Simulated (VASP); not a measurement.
SnSe, a slab with vacuum:

```
CELL_PARAMETERS angstrom
4.25657 0.00000 0.00000
0.00000 4.25657 0.00000
0.00000 0.00000 10.91693
ATOMIC_POSITIONS crystal
Sn 0.00000 0.50000 0.62777
Sn 0.50000 0.00000 0.37223
Se 0.00000 0.50000 0.38396
Se 0.50000 0.00000 0.61604
```

Base run:

- Program: VASP 6.6.1
- Functional: PBE
- Potentials or basis: VASP PAW PBE potentials, release 64 (Sn_d, Se)
- Cutoff: 520 eV
- k mesh: 6 × 6 × 3
- Occupations: fermi-dirac, width 0.05 eV
- Spin: no spin polarisation

Its results: band gap on the k mesh 1.50 eV; largest force 0.383 eV/Å.

Question: The run is repeated on the same cell with these changes: functional from PBE to r2SCAN. What comes out?

Answer: Band gap on the k mesh 1.75 eV; largest force 0.165 eV/Å.

Caveats: spin-orbit coupling is left out, which moves the levels of the heavy elements; the PAW data sets were made with another functional, which shifts forces and pressure a little (at least some runs).

A k mesh can miss the band edges.
